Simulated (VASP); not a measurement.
# Ti2B2Os (P6/mmm) in VASP: single point with PBE

Aim: the single point of Ti2B2Os with PBE.

All numbers are computed with VASP 6.6.1; they aren't measurements. Logs are shortened: lines on timing, memory, paths and dates and some standing lists are left out, and cuts for length are marked.

### Step 1. The cell of the first run

Symmetry: P6/mmm, No. 191, hexagonal system. Conventional cell: a = 4.017 Å, b = 4.017 Å, c = 5.503 Å, α = 90.00°, β = 90.00°, γ = 120.00°. Ti (site symmetry -6m2) has 3 Ti at 2.32 Å and 6 B at 2.45 Å within 3.1 Å. Within 2.1 Å of B (site symmetry 6mm) lie 1 B at 1.57 Å and 1 Os at 1.97 Å. Within 2.6 Å of Os (site symmetry 6/mmm) lie 2 B at 1.97 Å.

The cell was generated, and may not be a known phase.

### Step 2. Single point, PBE

INCAR

```
SYSTEM = Ti2B2Os
PREC = Accurate
ENCUT = 560
EDIFF = 1E-6
ISMEAR = 0
SIGMA = 0.1
LREAL = .FALSE.
LASPH = .TRUE.
NELM = 120
ALGO = Normal
ISIF = 2
LWAVE = .FALSE.
LCHARG = .FALSE.
GGA = PE
NBANDS = 31
GGA_COMPAT = .FALSE.
```

KPOINTS

```
Automatic mesh
0
G
  6 6 4
  0 0 0
```

POSCAR

```
Ti2B2Os
1.0
    4.0170518942      0.0000000000      0.0000000000
   -2.0085259471      3.4788689887      0.0000000000
    0.0000000000      0.0000000000      5.5027032234
Ti B Os
2 2 1
Direct
    0.3333333333      0.6666666667      0.5000000000
    0.6666666667      0.3333333333      0.5000000000
    0.0000000000      0.0000000000      0.3572762344
    0.0000000000      0.0000000000      0.6427237656
    0.0000000000      0.0000000000      0.0000000000
```

Potentials or basis: VASP PAW PBE potentials, release 64 (Ti_sv, B, Os_sv_GW).

The run is started by

```
cat potpaw_PBE.64/Ti_sv/POTCAR potpaw_PBE.64/B/POTCAR potpaw_PBE.64/Os_sv_GW/POTCAR > POTCAR
mpirun -np 1 vasp_std > vasp.out
```

OUTCAR:

```text
SYSTEM = Ti2B2Os
   PREC = Accurate
   ENCUT = 560
   EDIFF = 1E-6
   ISMEAR = 0
   LREAL = .FALSE.
   LASPH = .TRUE.
   NELM = 120
   ISIF = 2
   GGA = PE

 ion  position               nearest neighbor table
   1  0.333  0.667  0.500-   2 2.32   2 2.32   2 2.32   4 2.45   3 2.45   4 2.45   3 2.45   4 2.45
                             3 2.45
   2  0.667  0.333  0.500-   1 2.32   1 2.32   1 2.32   4 2.45   3 2.45   3 2.45   4 2.45   3 2.45
                             4 2.45
   3  0.000  0.000  0.357-   4 1.57   5 1.97   1 2.45   2 2.45   2 2.45   1 2.45   2 2.45   1 2.45

   4  0.000  0.000  0.643-   3 1.57   5 1.97   1 2.45   2 2.45   2 2.45   1 2.45   2 2.45   1 2.45

   5  0.000  0.000  0.000-   3 1.97   4 1.97

  LATTYP: Found a hexagonal cell.
 ALAT       =     4.0170518942
 C/A-ratio  =     1.3698362302

  Lattice vectors:

 A1 = (   4.0170518942,   0.0000000000,   0.0000000000)
 A2 = (  -2.0085259471,   3.4788689887,   0.0000000000)
 A3 = (   0.0000000000,   0.0000000000,   5.5027032234)

Analysis of symmetry for initial positions (statically):
=====================================================================
 Subroutine PRICEL returns:
 Original cell was already a primitive cell.

 Routine SETGRP: Setting up the symmetry group for a
 hexagonal supercell.

 Subroutine GETGRP returns: Found 24 space group operations
 (whereof 24 operations were pure point group operations)
 out of a pool of 24 trial point group operations.

The static configuration has the point symmetry D_6h.

Analysis of symmetry for dynamics (positions and initial velocities):
=====================================================================
 Subroutine PRICEL returns:
 Original cell was already a primitive cell.

 Routine SETGRP: Setting up the symmetry group for a
 hexagonal supercell.

 Subroutine GETGRP returns: Found 24 space group operations
 (whereof 24 operations were pure point group operations)
 out of a pool of 24 trial point group operations.

The dynamic configuration has the point symmetry D_6h.

 Subroutine INISYM returns: Found 24 space group operations
 (whereof 24 operations are pure point group operations),
 and found     1 'primitive' translations

----------------------------------------------------------------------------------------

                                     Primitive cell

  volume of cell :      76.8992

  direct lattice vectors                    reciprocal lattice vectors
     4.017051894  0.000000000  0.000000000     0.248938781  0.143724872  0.000000000
    -2.008525947  3.478868989  0.000000000     0.000000000  0.287449744  0.000000000
     0.000000000  0.000000000  5.502703223     0.000000000  0.000000000  0.181728863

  length of vectors
     4.017051894  4.017051894  5.502703223     0.287449744  0.287449744  0.181728863

  position of ions in fractional coordinates (direct lattice)
     0.333333333  0.666666667  0.500000000
     0.666666667  0.333333333  0.500000000
     0.000000000  0.000000000  0.357276234
     0.000000000  0.000000000  0.642723766
     0.000000000  0.000000000  0.000000000

  ion indices of the primitive-cell ions
   primitive index   ion index
                 1           1
                 2           2
                 3           3
                 4           4
                 5           5

----------------------------------------------------------------------------------------

 KPOINTS: Automatic mesh

Automatic generation of k-mesh.
 Grid dimensions read from file:
 generate k-points for:    6    6    4

 Generating k-lattice:

  Cartesian coordinates                     Fractional coordinates (reciprocal lattice)
     0.041489797  0.023954145  0.000000000     0.166666667  0.000000000  0.000000000
     0.000000000  0.047908291  0.000000000     0.000000000  0.166666667  0.000000000
     0.000000000  0.000000000  0.045432216     0.000000000  0.000000000  0.250000000

  Length of vectors
     0.047908291  0.047908291  0.045432216

  Shift w.r.t. Gamma in fractional coordinates (k-lattice)
     0.000000000  0.000000000  0.000000000

 Subroutine IBZKPT returns following result:
 ===========================================

 Found     21 irreducible k-points:

 Following reciprocal coordinates:
            Coordinates               Weight
  0.000000  0.000000  0.000000      1.000000
  0.166667  0.000000  0.000000      6.000000
  0.333333  0.000000  0.000000      6.000000
  0.500000  0.000000  0.000000      3.000000
  0.166667  0.166667  0.000000      6.000000
  0.333333  0.166667  0.000000     12.000000
[... 13 lines left out ...]
  0.333333  0.166667  0.500000     12.000000
  0.333333  0.333333  0.500000      2.000000
   k-points           NKPTS =     21   k-points in BZ     NKDIM =     21   number of bands    NBANDS=     31
   number of dos      NEDOS =    301   number of ions     NIONS =      5
   total plane-waves  NPLWV =  43008
   dimension x,y,z NGX =    32 NGY =   32 NGZ =   42
   dimension x,y,z NGXF=    64 NGYF=   64 NGZF=   84
   ions per type =               2   2   1
   NGX,Y,Z   is equivalent  to a cutoff of  13.24, 13.24, 12.69 a.u.
   NGXF,Y,Z  is equivalent  to a cutoff of  26.49, 26.49, 25.38 a.u.
 SYSTEM =  Ti2B2Os
   PREC   = accura    normal or accurate (medium, high low for compatibility)
   ISTART =      0    job   : 0-new  1-cont  2-samecut
   ICHARG =      2    charge: 1-file 2-atom 10-const
   ISPIN  =      1    spin polarized calculation?
   LNONCOLLINEAR =      F non collinear calculations
   LSORBIT =      F    spin-orbit coupling
   LASPH  =      T    aspherical Exc in radial PAW
   ENCUT  =  560.0 eV  41.16 Ry    6.42 a.u.   7.75  7.75 10.62*2*pi/ulx,y,z
   NELM   =    120;   NELMIN=  2; NELMDL= -5     # of ELM steps
   EDIFF  = 0.1E-05   stopping-criterion for ELM
   LREAL  =      F    real-space projection
   EDIFFG = 0.1E-04   stopping-criterion for IOM
   NSW    =      0    number of steps for IOM
   IBRION =     -1    ionic relax: 0-MD 1-quasi-New 2-CG
   NFREE  =      0    steps in history (QN), initial steepest desc. (CG)
   ISIF   =      2    stress and relaxation
   ISYM   =      2    0-nonsym 1-usesym 2-fastsym
   POTIM  = 0.5000    time-step for ionic-motion
   TEBEG  =    0.0;   TEEND  =   0.0 temperature during run
   PSTRESS=    0.0 pullay stress
   NELECT =      46.0000    total number of electrons
   NUPDOWN=      -1.0000    fix difference up-down
   EMIN   =  10.00;   EMAX   =-10.00  energy-range for DOS
   EFERMI =   0.00;   METHOD = LEGACY
   ISMEAR =     0;   SIGMA  =   0.10  broadening in eV -4-tet -1-fermi 0-gaus
   EFERMI_NEDOS =   21; number of points for ismear=-14 and -15
   IALGO  =     38    algorithm
   IMIX   =      4    mixing-type and parameters
     AMIX     =   0.40;   BMIX     =  1.00
     AMIX_MAG =   1.60;   BMIX_MAG =  1.00
  volume/ion in A,a.u.               =      15.38       103.79
  Fermi-wavevector in a.u.,A,eV,Ry     =   1.379389  2.606668 25.888013  1.902715
  Thomas-Fermi vector in A             =   2.504363
   LORBIT       =      0    0 simple, 1 ext, 2 COOP (PROOUT), +10 PAW based schemes
   GGA     = PE    functional components
   LHFCALC =     F    Hartree Fock is set to
   AEXX    =    0.0000 exact exchange contribution
   IVDW    =     0    specifies the selected vdW correction
   LEPSILON=     F    determine dielectric tensor
   LRPA    =     F    only Hartree local field effects (RPA)
 non-spin polarized calculation
 Gauss-broadening in eV      SIGMA  =   0.10
  energy-cutoff  :      560.00
  volume of cell :       76.90
 maximum number of plane-waves:      2346
 NGX is ok and might be reduce to    32
   NGX = 15   NGY = 15   NGZ = 21

 number of electron      45.9999994 magnetization

 Free energy of the ion-electron system (eV)
  ---------------------------------------------------
  ext. energy  EPLUGINS =         0.00000000
  ---------------------------------------------------
  free energy    TOTEN  =       -36.44809173 eV

  energy without entropy =      -36.41212448  energy(sigma->0) =      -36.43010810

 E-fermi :   6.2024     XC(G=0): -10.9822

 val. band max:        6.1613148112   @ k =   0.3333   0.1667   0.5000
 cond. band min:       6.2056111761   @ k =   0.3333   0.0000   0.2500
 fundamental gap:      0.0442963649
 Fermi energy:         6.2024428228

 k-point     1 :       0.0000    0.0000    0.0000
  band No.  band energies     occupation
      1     -79.4539      2.00000
      2     -50.7587      2.00000
      3     -50.0987      2.00000
      4     -39.1603      2.00000
      5     -38.6896      2.00000
      6     -38.6896      2.00000
[... 23 lines left out ...]
     30       9.0451      0.00000
     31      11.1249      0.00000

 k-point     2 :       0.1667    0.0000    0.0000
  band No.  band energies     occupation
      1     -79.4539      2.00000
      2     -50.7213      2.00000
      3     -50.1394      2.00000
      4     -39.1601      2.00000
      5     -38.6910      2.00000
      6     -38.6900      2.00000
[... 23 lines left out ...]
     30       8.9692      0.00000
     31      10.9742      0.00000

 k-point     3 :       0.3333    0.0000    0.0000
  band No.  band energies     occupation
      1     -79.4540      2.00000
      2     -50.6241      2.00000
      3     -50.2433      2.00000
      4     -39.1600      2.00000
      5     -38.6941      2.00000
      6     -38.6909      2.00000
[... 23 lines left out ...]
     30       9.3297      0.00000
     31       9.9979      0.00000

 k-point     4 :       0.5000    0.0000    0.0000
  band No.  band energies     occupation
      1     -79.4539      2.00000
      2     -50.5452      2.00000
      3     -50.3255      2.00000
      4     -39.1598      2.00000
      5     -38.6955      2.00000
      6     -38.6913      2.00000
[... 533 lines left out ...]
     30       8.8684      0.00000
     31       9.3104      0.00000

 k-point    20 :       0.3333    0.1667    0.5000
  band No.  band energies     occupation
      1     -79.4538      2.00000
      2     -50.5452      2.00000
      3     -50.3255      2.00000
      4     -39.1595      2.00000
      5     -38.6949      2.00000
      6     -38.6920      2.00000
[... 23 lines left out ...]
     30       8.4746      0.00000
     31       9.3163      0.00000

 k-point    21 :       0.3333    0.3333    0.5000
  band No.  band energies     occupation
      1     -79.4537      2.00000
      2     -50.4362      2.00000
      3     -50.4362      2.00000
      4     -39.1594      2.00000
      5     -38.6938      2.00000
      6     -38.6938      2.00000
[... 23 lines left out ...]
     30       8.2660      0.00000
     31       9.8637      0.00000

------------------------ aborting loop because EDIFF is reached ----------------------------------------

  FORCE on cell =-STRESS in cart. coord.  units (eV):
  Direction    XX          YY          ZZ          XY          YZ          ZX
  --------------------------------------------------------------------------------------
  -------------------------------------------------------------------------------------
  Total       -0.0386302     -0.0386302     -0.0647535      0.0000000      0.0000000      0.0000000
  in kB       -0.8048526     -0.8048526     -1.3491251      0.0000000      0.0000000      0.0000000
  external PRESSURE =      -0.9862767 kB  Pullay stress =       0.0000000 kB

 VOLUME and BASIS-vectors are now :
 -----------------------------------------------------------------------------
  energy-cutoff  :      560.00
  volume of cell :       76.90
      direct lattice vectors                 reciprocal lattice vectors
     4.017051894  0.000000000  0.000000000     0.248938781  0.143724872  0.000000000
    -2.008525947  3.478868989  0.000000000     0.000000000  0.287449744  0.000000000
     0.000000000  0.000000000  5.502703223     0.000000000  0.000000000  0.181728863

 POSITION                                       TOTAL-FORCE (eV/Angst)
 -----------------------------------------------------------------------------------
     -0.00000      2.31925      2.75135        -0.000000      0.000000      0.000000
      2.00853      1.15962      2.75135        -0.000000     -0.000000      0.000000
      0.00000      0.00000      1.96599         0.000000     -0.000000     -0.008522
      0.00000      0.00000      3.53672         0.000000      0.000000      0.008522
      0.00000      0.00000      0.00000         0.000000      0.000000      0.000000
 -----------------------------------------------------------------------------------
    total drift:                                0.000000     -0.000000     -0.000000

  FREE ENERGIE OF THE ION-ELECTRON SYSTEM (eV)
  ---------------------------------------------------
  free  energy   TOTEN  =       -36.4480917329 eV

  energy  without entropy=      -36.4121244762  energy(sigma->0) =      -36.43010810
```

It took 66 s on 1 thread of Intel Xeon 6975P-C (Granite Rapids), shared host; peak memory 0.23 GiB.

Results:

```
Free energy            : -36.4481 eV
Pressure               : -0.1 GPa
Largest force          : 0.009 eV/Å
Band gap on the k mesh : zero (bands 23 and 24 overlap by 0.62 eV)
```

Forces on the atoms (eV/Å):
```
Ti   0.000  0.000  0.000
Ti   0.000  0.000  0.000
B    0.000  0.000 -0.009
B    0.000  0.000  0.009
Os   0.000  0.000  0.000
```

Levels at points of the mesh, in eV from the Fermi level:
```csv
k point,band 19,band 20,band 21,band 22,band 23,band 24,band 25,band 26,band 27,band 28
"(0.00, 0.00, 0.00)",-2.15,-2.15,-0.78,-0.78,-0.25,-0.25,1.00,1.00,1.58,2.32
"(0.50, 0.00, 0.00)",-3.05,-1.94,-0.74,-0.27,0.02,0.23,0.59,0.61,1.77,2.33
"(0.00, 0.00, 0.50)",-1.17,-1.17,-0.27,-0.27,0.31,0.31,0.71,0.71,0.95,0.95
"(0.50, 0.00, 0.50)",-1.47,-1.13,-0.94,-0.84,-0.37,-0.24,0.02,1.64,1.96,2.01
```

Caveat: spin-orbit coupling is left out, which moves the levels of the heavy elements.

The gap in the log of VASP goes by the Fermi energy; the results here count the filled bands.